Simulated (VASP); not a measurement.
Crystal: Pb.

```
Pb
1.0
     3.48000    0.00000    0.00000
    -1.74000    3.01377    0.00000
     0.00000    0.00000    5.59000
Pb
2
Direct
  0.33333 0.66667 0.25000
  0.66667 0.33333 0.75000
```

This isn't the form of Pb at room conditions, which is fcc.

Base run:

```yaml
Program: VASP 6.6.1
Functional: PBE
Potentials_or_basis: VASP PAW PBE potentials, release 64 (Pb_d)
Cutoff: 520 eV
k_mesh: 14 × 14 × 8
Occupations: fermi-dirac, width 0.08 eV
Spin: no spin polarisation
```

Its results: band gap on the k mesh zero (bands 14 and 15 overlap by 7.43 eV); pressure 4.0 GPa.

Problem. The run is repeated on the same cell with these changes: k mesh from 14 × 14 × 8 to 4 × 4 × 2. What comes out?

Solution. Band gap on the k mesh zero (bands 14 and 15 overlap by 6.41 eV); pressure 2.4 GPa.

Caveats: some runs use coarse meshes; spin-orbit coupling is left out, which moves the levels of the heavy elements; the cell stands under pressure (at least some runs).
